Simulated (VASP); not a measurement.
# MgO in VASP: a series of runs

The runs below take MgO through single point, with PBEsol.

All numbers are computed with VASP 6.6.1; they aren't measurements. Logs are shortened: lines on timing, memory, paths and dates and some standing lists are left out, and cuts for length are marked.

**Experimental background.**

From “Electronic structure of alkaline earth and post-transition metal oxides”, 2009, arxiv:0908.1581, for a bulk crystal of MgO: band gap 7.83 eV.

How close the calculation comes is told below.

## 1. The cell of the first run

Symmetry: Fm-3m, No. 225, cubic system. The conventional cell has a = 4.215 Å, b = 4.215 Å, c = 4.215 Å, α = 90.00°, β = 90.00°, γ = 90.00°. Mg (site symmetry m-3m) has 6 O at 2.11 Å within 2.8 Å. Within 2.8 Å of O (site symmetry m-3m) lie 6 Mg at 2.11 Å.

## 2. Single point, PBEsol

Input file INCAR:

```
PREC = Accurate
ENCUT = 520
EDIFF = 1E-6
ISMEAR = 0
SIGMA = 0.05
LREAL = False
LASPH = True
NELM = 80
ALGO = Normal
ISIF = 2
LWAVE = False
LCHARG = True
GGA = PS
LELF = True
LVHAR = True
NBANDS = 26
```

Input file KPOINTS:

```
Automatic mesh
0
Gamma
  6 6 6
```

Input file POSCAR:

```
MgO
1.0
    4.2149416169      0.0000000000      0.0000000000
    0.0000000000     -4.2149416169      0.0000000000
    0.0000000000      0.0000000000     -4.2149416169
Mg O
4 4
Direct
    0.0000000000      0.0000000000      0.0000000000
    0.5000000000      0.5000000000      0.0000000000
    0.5000000000      0.0000000000      0.5000000000
    0.0000000000      0.5000000000      0.5000000000
    0.5000000000      0.0000000000      0.0000000000
    0.0000000000      0.5000000000      0.0000000000
    0.0000000000      0.0000000000      0.5000000000
    0.5000000000      0.5000000000      0.5000000000
```

Potentials or basis: VASP PAW PBE potentials, release 64 (Mg, O).

Started as:

```bash
$ cat potpaw_PBE.64/Mg/POTCAR potpaw_PBE.64/O/POTCAR > POTCAR
$ mpirun -np 1 vasp_std > vasp.out
```

OUTCAR:

```text
PREC = Accurate
   ENCUT = 520
   EDIFF = 1E-6
   ISMEAR = 0
   LREAL = False
   LASPH = True
   NELM = 80
   ISIF = 2
   GGA = PS

 ion  position               nearest neighbor table
   1  0.000  0.000  0.000-   5 2.11   6 2.11   7 2.11   7 2.11   6 2.11   5 2.11   3 2.98   4 2.98
                             2 2.98   2 2.98   4 2.98   3 2.98   4 2.98   2 2.98   3 2.98   4 2.98
   2  0.500  0.500  0.000-   5 2.11   6 2.11   8 2.11   8 2.11   5 2.11   6 2.11   3 2.98   4 2.98
                             1 2.98   1 2.98   3 2.98   3 2.98   3 2.98   1 2.98   4 2.98   4 2.98
   3  0.500  0.000  0.500-   5 2.11   7 2.11   8 2.11   5 2.11   8 2.11   7 2.11   1 2.98   2 2.98
                             1 2.98   2 2.98   4 2.98   2 2.98   2 2.98   1 2.98   4 2.98   4 2.98
   4  0.000  0.500  0.500-   6 2.11   7 2.11   8 2.11   6 2.11   7 2.11   8 2.11   1 2.98   2 2.98
                             1 2.98   1 2.98   3 2.98   2 2.98   1 2.98   2 2.98   3 2.98   3 2.98
   5  0.500  0.000  0.000-   1 2.11   2 2.11   3 2.11   3 2.11   2 2.11   1 2.11
   6  0.000  0.500  0.000-   1 2.11   2 2.11   4 2.11   4 2.11   1 2.11   2 2.11
   7  0.000  0.000  0.500-   1 2.11   3 2.11   4 2.11   1 2.11   4 2.11   3 2.11
   8  0.500  0.500  0.500-   2 2.11   3 2.11   4 2.11   2 2.11   3 2.11   4 2.11

  LATTYP: Found a simple cubic cell.
 ALAT       =     4.2149416169

  Lattice vectors:

 A1 = (   4.2149416169,   0.0000000000,   0.0000000000)
 A2 = (   0.0000000000,  -4.2149416169,   0.0000000000)
 A3 = (   0.0000000000,   0.0000000000,  -4.2149416169)

Analysis of symmetry for initial positions (statically):
=====================================================================
 Subroutine PRICEL returns following result:

  LATTYP: Found a face centered cubic cell.
 ALAT       =     4.2149416169

  Lattice vectors:

 A1 = (   2.1074708085,   2.1074708085,   0.0000000000)
 A2 = (   2.1074708085,   0.0000000000,  -2.1074708084)
 A3 = (   0.0000000000,   2.1074708085,  -2.1074708085)

   4 primitive cells build up your supercell.

 Routine SETGRP: Setting up the symmetry group for a
 simple cubic supercell.

 Subroutine GETGRP returns: Found 48 space group operations
 (whereof 48 operations were pure point group operations)
 out of a pool of 48 trial point group operations.

The static configuration has the point symmetry O_h .

Analysis of symmetry for dynamics (positions and initial velocities):
=====================================================================
 Subroutine PRICEL returns following result:

  LATTYP: Found a face centered cubic cell.
 ALAT       =     4.2149416169

  Lattice vectors:

 A1 = (   2.1074708085,   2.1074708085,   0.0000000000)
 A2 = (   2.1074708085,   0.0000000000,  -2.1074708084)
 A3 = (   0.0000000000,   2.1074708085,  -2.1074708085)

   4 primitive cells build up your supercell.

 Routine SETGRP: Setting up the symmetry group for a
 simple cubic supercell.

 Subroutine GETGRP returns: Found 48 space group operations
 (whereof 48 operations were pure point group operations)
 out of a pool of 48 trial point group operations.

The dynamic configuration has the point symmetry O_h .

 Subroutine INISYM returns: Found 48 space group operations
 (whereof 48 operations are pure point group operations),
 and found     4 'primitive' translations

----------------------------------------------------------------------------------------

                                     Primitive cell

  volume of cell :      18.7204

  direct lattice vectors                    reciprocal lattice vectors
     2.107470808  2.107470808  0.000000000     0.237251210  0.237251210  0.237251210
     2.107470808  0.000000000 -2.107470808     0.237251210 -0.237251210 -0.237251210
     0.000000000  2.107470808 -2.107470808    -0.237251210  0.237251210 -0.237251210

  length of vectors
     2.980413800  2.980413800  2.980413800     0.410931150  0.410931150  0.410931150

  position of ions in fractional coordinates (direct lattice)
     0.000000000  0.000000000  0.000000000
     0.500000000  0.500000000  0.500000000

  ion indices of the primitive-cell ions
   primitive index   ion index
                 1           1
                 2           5

----------------------------------------------------------------------------------------

 KPOINTS: Automatic mesh

Automatic generation of k-mesh.
 Grid dimensions read from file:
 generate k-points for:    6    6    6

 Generating k-lattice:

  Cartesian coordinates                     Fractional coordinates (reciprocal lattice)
     0.039541868  0.000000000  0.000000000     0.166666667  0.000000000  0.000000000
     0.000000000 -0.039541868  0.000000000     0.000000000  0.166666667  0.000000000
     0.000000000  0.000000000 -0.039541868     0.000000000  0.000000000  0.166666667

  Length of vectors
     0.039541868  0.039541868  0.039541868

  Shift w.r.t. Gamma in fractional coordinates (k-lattice)
     0.000000000  0.000000000  0.000000000

 Subroutine IBZKPT returns following result:
 ===========================================

 Found     20 irreducible k-points:

 Following reciprocal coordinates:
            Coordinates               Weight
  0.000000  0.000000  0.000000      1.000000
  0.166667  0.000000  0.000000      6.000000
  0.333333  0.000000  0.000000      6.000000
  0.500000  0.000000  0.000000      3.000000
  0.166667  0.166667  0.000000     12.000000
  0.333333  0.166667  0.000000     24.000000
[... 12 lines left out ...]
  0.500000  0.500000  0.333333      6.000000
  0.500000  0.500000  0.500000      1.000000
   k-points           NKPTS =     20   k-points in BZ     NKDIM =     20   number of bands    NBANDS=     26
   number of dos      NEDOS =    301   number of ions     NIONS =      8
   total plane-waves  NPLWV =  32768
   dimension x,y,z NGX =    32 NGY =   32 NGZ =   32
   dimension x,y,z NGXF=    64 NGYF=   64 NGZF=   64
   ions per type =               4   4
   NGX,Y,Z   is equivalent  to a cutoff of  12.62, 12.62, 12.62 a.u.
   NGXF,Y,Z  is equivalent  to a cutoff of  25.24, 25.24, 25.24 a.u.
 SYSTEM =  unknown system
   PREC   = accura    normal or accurate (medium, high low for compatibility)
   ISTART =      0    job   : 0-new  1-cont  2-samecut
   ICHARG =      2    charge: 1-file 2-atom 10-const
   ISPIN  =      1    spin polarized calculation?
   LNONCOLLINEAR =      F non collinear calculations
   LSORBIT =      F    spin-orbit coupling
   LASPH  =      T    aspherical Exc in radial PAW
   ENCUT  =  520.0 eV  38.22 Ry    6.18 a.u.   7.84  7.84  7.84*2*pi/ulx,y,z
   NELM   =     80;   NELMIN=  2; NELMDL= -5     # of ELM steps
   EDIFF  = 0.1E-05   stopping-criterion for ELM
   LREAL  =      F    real-space projection
   EDIFFG = 0.1E-04   stopping-criterion for IOM
   NSW    =      0    number of steps for IOM
   IBRION =     -1    ionic relax: 0-MD 1-quasi-New 2-CG
   NFREE  =      0    steps in history (QN), initial steepest desc. (CG)
   ISIF   =      2    stress and relaxation
   ISYM   =      2    0-nonsym 1-usesym 2-fastsym
   POTIM  = 0.5000    time-step for ionic-motion
   TEBEG  =    0.0;   TEEND  =   0.0 temperature during run
   PSTRESS=    0.0 pullay stress
   NELECT =      32.0000    total number of electrons
   NUPDOWN=      -1.0000    fix difference up-down
   EMIN   =  10.00;   EMAX   =-10.00  energy-range for DOS
   EFERMI =   0.00;   METHOD = LEGACY
   ISMEAR =     0;   SIGMA  =   0.05  broadening in eV -4-tet -1-fermi 0-gaus
   EFERMI_NEDOS =   21; number of points for ismear=-14 and -15
   IALGO  =     38    algorithm
   IMIX   =      4    mixing-type and parameters
     AMIX     =   0.40;   BMIX     =  1.00
     AMIX_MAG =   1.60;   BMIX_MAG =  1.00
  volume/ion in A,a.u.               =       9.36        63.17
  Fermi-wavevector in a.u.,A,eV,Ry     =   1.233105  2.330230 20.688298  1.520547
  Thomas-Fermi vector in A             =   2.367848
   LORBIT       =      0    0 simple, 1 ext, 2 COOP (PROOUT), +10 PAW based schemes
   GGA     = PS    functional components
   LHFCALC =     F    Hartree Fock is set to
   AEXX    =    0.0000 exact exchange contribution
   IVDW    =     0    specifies the selected vdW correction
   LEPSILON=     F    determine dielectric tensor
   LRPA    =     F    only Hartree local field effects (RPA)
 non-spin polarized calculation
 Gauss-broadening in eV      SIGMA  =   0.05
  energy-cutoff  :      520.00
  volume of cell :       74.88
 maximum number of plane-waves:      2040
 NGX is ok and might be reduce to    32
   NGX = 15   NGY = 15   NGZ = 15

 number of electron      31.9999987 magnetization

 Free energy of the ion-electron system (eV)
  ---------------------------------------------------
  ext. energy  EPLUGINS =         0.00000000
  ---------------------------------------------------
  free energy    TOTEN  =       -50.04973141 eV

  energy without entropy =      -50.04973141  energy(sigma->0) =      -50.04973141

 E-fermi :   3.2814     XC(G=0): -11.3006

 val. band max:        3.0524377888   @ k =   0.0000   0.0000   0.0000
 cond. band min:       7.6664339713   @ k =   0.0000   0.0000   0.0000
 fundamental gap:      4.6139961825
 Fermi energy:         3.2813724642

 k-point     1 :       0.0000    0.0000    0.0000
  band No.  band energies     occupation
      1     -14.1430      2.00000
      2     -12.5692      2.00000
      3     -12.5692      2.00000
      4     -12.5692      2.00000
      5      -1.0853      2.00000
      6      -1.0853      2.00000
[... 18 lines left out ...]
     25      16.0034      0.00000
     26      16.0034      0.00000

 k-point     2 :       0.1667    0.0000    0.0000
  band No.  band energies     occupation
      1     -14.0435      2.00000
      2     -12.6803      2.00000
      3     -12.5558      2.00000
      4     -12.5558      2.00000
      5      -0.9496      2.00000
      6      -0.9496      2.00000
[... 18 lines left out ...]
     25      15.8526      0.00000
[... 492 lines left out ...]
     25      18.4674      0.00000
     26      18.4674      0.00000

 k-point    20 :       0.5000    0.5000    0.5000
  band No.  band energies     occupation
      1     -12.8336      2.00000
      2     -12.8336      2.00000
      3     -12.8336      2.00000
      4     -12.8336      2.00000
      5      -1.6192      2.00000
      6      -1.6192      2.00000
[... 18 lines left out ...]
     25      19.2077      0.00000
     26      19.2077      0.00000

------------------------ aborting loop because EDIFF is reached ----------------------------------------

  FORCE on cell =-STRESS in cart. coord.  units (eV):
  Direction    XX          YY          ZZ          XY          YZ          ZX
  --------------------------------------------------------------------------------------
  -------------------------------------------------------------------------------------
  Total       -0.3110843     -0.3110843     -0.3110843     -0.0000000      0.0000000     -0.0000000
  in kB       -6.6560109     -6.6560109     -6.6560109     -0.0000000      0.0000000     -0.0000000
  external PRESSURE =      -6.6560109 kB  Pullay stress =       0.0000000 kB

 VOLUME and BASIS-vectors are now :
 -----------------------------------------------------------------------------
  energy-cutoff  :      520.00
  volume of cell :       74.88
      direct lattice vectors                 reciprocal lattice vectors
     4.214941617  0.000000000  0.000000000     0.237251210  0.000000000  0.000000000
     0.000000000 -4.214941617  0.000000000     0.000000000 -0.237251210  0.000000000
     0.000000000  0.000000000 -4.214941617     0.000000000  0.000000000 -0.237251210

 POSITION                                       TOTAL-FORCE (eV/Angst)
 -----------------------------------------------------------------------------------
      0.00000      0.00000      0.00000        -0.000000     -0.000000     -0.000000
      2.10747     -2.10747      0.00000        -0.000000      0.000000      0.000000
      2.10747      0.00000     -2.10747        -0.000000      0.000000     -0.000000
      0.00000     -2.10747     -2.10747         0.000000     -0.000000      0.000000
      2.10747      0.00000      0.00000        -0.000000      0.000000      0.000000
      0.00000     -2.10747      0.00000        -0.000000     -0.000000     -0.000000
      0.00000      0.00000     -2.10747         0.000000     -0.000000      0.000000
      2.10747     -2.10747     -2.10747         0.000000      0.000000     -0.000000
 -----------------------------------------------------------------------------------
    total drift:                                0.000000     -0.000000      0.000000

  FREE ENERGIE OF THE ION-ELECTRON SYSTEM (eV)
  ---------------------------------------------------
  free  energy   TOTEN  =       -50.0497314082 eV

  energy  without entropy=      -50.0497314082  energy(sigma->0) =      -50.04973141
```

Run time: 12 s. Hardware: 1 thread of Intel Xeon 6975P-C (Granite Rapids), shared host; peak memory 0.18 GiB.

What came out:

```yaml
Free_energy: -50.0497 eV
Pressure: -0.7 GPa
Band_gap_on_the_k_mesh: 4.61 eV
```

Levels at points of the mesh, in eV from the valence-band top:
| k point | band 13 | band 14 | band 15 | band 16 | band 17 | band 18 | band 19 | band 20 |
| --- | --- | --- | --- | --- | --- | --- | --- | --- |
| (0.00, 0.00, 0.00) | -1.36 | 0.00 | 0.00 | 0.00 | 4.61 | 8.92 | 8.92 | 8.92 |
| (0.50, 0.00, 0.00) | -0.75 | -0.75 | -0.75 | -0.75 | 7.97 | 7.97 | 10.96 | 10.96 |
| (0.50, 0.50, 0.00) | -0.66 | -0.66 | -0.66 | -0.66 | 9.35 | 9.35 | 9.35 | 9.35 |
| (0.50, 0.50, 0.50) | -0.66 | -0.66 | -0.66 | -0.66 | 7.73 | 7.73 | 7.73 | 7.73 |

Caveat: the PAW data sets were made with another functional, which shifts forces and pressure a little.

## 3. Single point, PBEsol (atom 1 (Mg) moved by +0.000 Å along [1 1 0] and -0.106 Å along [0 0 1])

Input file INCAR:

```
SYSTEM = MgO
  PREC = Accurate
  ENCUT = 520
  EDIFF = 1E-7
  ISMEAR = 0
  SIGMA = 0.05
  LREAL = .FALSE.
  LASPH = .TRUE.
  NELM = 100
  ALGO = Normal
  ISIF = 2
  LWAVE = .FALSE.
  LCHARG = .FALSE.
  GGA = PS
  NBANDS = 26
```

Input file KPOINTS:

```
Automatic mesh
0
G
  6 6 6
  0 0 0
```

POSCAR: that of step 2 with these lines changed.

```diff
@@ -8,3 +8,3 @@
 Direct
-    0.0000000000      0.0000000000      0.0000000000
+    0.0000000000      0.0000000000      0.0251486283
     0.5000000000      0.5000000000      0.0000000000
```

Potentials or basis: VASP PAW PBE potentials, release 64 (Mg, O).

Started as:

```bash
$ cat potpaw_PBE.64/Mg/POTCAR potpaw_PBE.64/O/POTCAR > POTCAR
$ mpirun -np 1 vasp_std > vasp.out
```

Wall time 26 s (1 thread of Intel Xeon 6975P-C (Granite Rapids), shared host); peak memory 0.21 GiB.

Results (log left out):

| Property | Result |
| --- | --- |
| Free energy | -49.9938 eV |
| Pressure | -0.3 GPa |
| Largest force | 1.079 eV/Å |
| Band gap on the k mesh | 4.61 eV |

Forces on the atoms (eV/Å):
```
Mg   0.000  0.000  1.079
Mg   0.000  0.000  0.079
Mg   0.000  0.000 -0.270
Mg   0.000  0.000 -0.270
O    0.000  0.000 -0.157
O    0.000  0.000 -0.157
O    0.000  0.000 -0.335
O    0.000  0.000  0.030
```

Stress tensor (GPa, compression positive):
```
-0.58  0.00  0.00
 0.00 -0.58  0.00
 0.00  0.00  0.36
```

Levels at points of the mesh, in eV from the valence-band top:
| k point | band 14 | band 15 | band 16 | band 17 | band 18 | band 19 |
| --- | --- | --- | --- | --- | --- | --- |
| (0.00, 0.00, 0.00) | 0.00 | 0.00 | 0.00 | 4.61 | 8.92 | 8.93 |
| (0.50, 0.00, 0.00) | -0.75 | -0.74 | -0.74 | 7.97 | 7.97 | 10.94 |
| (0.00, 0.00, 0.50) | -0.76 | -0.73 | -0.73 | 7.91 | 8.01 | 10.82 |
| (0.50, 0.50, 0.00) | -0.67 | -0.65 | -0.64 | 9.34 | 9.35 | 9.35 |
| (0.00, 0.50, 0.50) | -0.66 | -0.66 | -0.65 | 9.28 | 9.31 | 9.38 |
| (0.50, 0.50, 0.50) | -0.66 | -0.65 | -0.64 | 7.73 | 7.73 | 7.74 |

Caveat: the cell differs from its parent crystal (atom 1 (Mg) moved by +0.000 Å along [1 1 0] and -0.106 Å along [0 0 1]); the PAW data sets were made with another functional, which shifts forces and pressure a little.

## 4. Single point, PBEsol (atom 1 (Mg) moved by -0.106 Å along [1 1 0] and +0.000 Å along [0 0 1])

Input file INCAR:

```
SYSTEM = MgO
ALGO = Normal ; EDIFF = 1E-6
ENCUT = 520 ; GGA = PS
ISIF = 2 ; ISMEAR = 0
LASPH = .True. ; LCHARG = .False.
LREAL = .False. ; LWAVE = .False.
NBANDS = 26 ; NELM = 60
PREC = Accurate ; SIGMA = 0.05
```

Input file KPOINTS:

```
k-points
0
Gamma
  6 6 6
  0 0 0
```

POSCAR: that of step 3 with these lines changed.

```diff
@@ -8,3 +8,3 @@
 Direct
-    0.0000000000      0.0000000000      0.0251486283
+   -0.0177827656      0.0177827656      0.0000000000
     0.5000000000      0.5000000000      0.0000000000
```

Started as:

```bash
$ cat potpaw_PBE.64/Mg/POTCAR potpaw_PBE.64/O/POTCAR > POTCAR
$ mpirun -np 1 vasp_std > vasp.out
```

Run time: 30 s. Hardware: 1 thread of Intel Xeon 6975P-C (Granite Rapids), shared host; peak memory 0.21 GiB.

The run converged. Its results:

| Quantity | Value |
| --- | --- |
| Free energy | -49.9947 eV |
| Pressure | -0.3 GPa |
| Largest force | 1.045 eV/Å |
| Band gap on the k mesh | 4.61 eV |

Forces on the atoms (eV/Å):
```
Mg   0.739  0.739  0.000
Mg  -0.194 -0.194  0.000
Mg  -0.191  0.057  0.000
Mg   0.057 -0.191  0.000
O   -0.215 -0.107  0.000
O   -0.107 -0.215  0.000
O   -0.111 -0.111  0.000
O    0.022  0.022  0.000
```

Stress tensor (GPa, compression positive):
```
-0.13 -0.01  0.00
-0.01 -0.13  0.00
 0.00  0.00 -0.60
```

Levels at points of the mesh, in eV from the valence-band top:
```tsv
k point	band 12	band 13	band 14	band 15	band 16	band 17	band 18	band 19	band 20	band 21
(0.00, 0.00, 0.00)	-1.36	-1.36	0.00	0.00	0.00	4.61	8.91	8.92	8.93	9.83
(0.50, 0.00, 0.00)	-1.79	-0.76	-0.76	-0.74	-0.74	7.92	8.00	10.85	11.06	11.38
(0.00, 0.00, 0.50)	-1.78	-0.76	-0.74	-0.74	-0.74	7.96	7.97	10.93	10.95	11.48
(0.50, 0.50, 0.00)	-1.99	-0.67	-0.66	-0.66	-0.65	9.27	9.34	9.35	9.42	11.44
(0.00, 0.50, 0.50)	-2.00	-0.67	-0.66	-0.66	-0.65	9.30	9.32	9.37	9.39	11.52
(0.50, 0.50, 0.50)	-0.67	-0.66	-0.66	-0.65	-0.65	7.72	7.73	7.73	7.74	12.45
```

Caveat: the cell differs from its parent crystal (atom 1 (Mg) moved by -0.106 Å along [1 1 0] and +0.000 Å along [0 0 1]); the PAW data sets were made with another functional, which shifts forces and pressure a little.

## 5. Summary

```tsv
cell	gap on the mesh (eV)	pressure (GPa)	largest force (eV/Å)
as given, atomic positions A	4.61	-0.7	-
as given, atomic positions B	4.61	-0.3	1.08
as given, atomic positions C	4.61	-0.3	1.04
```

Alike in all rows: task single point; level PBEsol; potentials or basis VASP PAW PBE potentials, release 64 (Mg, O); no spin polarisation; k mesh 6 × 6 × 6; cutoff (eV) 520; smearing gaussian 0.05 eV.

Caveats: the PAW data sets were made with another functional, which shifts forces and pressure a little.

Total energies depend on the potentials used, so only differences within one code and one set of settings carry meaning.

## 6. How close it comes

Step 2. Against the measured gap of MgO, 7.83 eV (quoted in “Electronic structure of alkaline earth and post-transition metal oxides”, 2009, arxiv:0908.1581), the calculated 4.61 eV is off by -3.22 eV. The value is that of PBEsol, without temperature or zero-point motion. Semilocal functionals fall short of measured gaps as a rule.
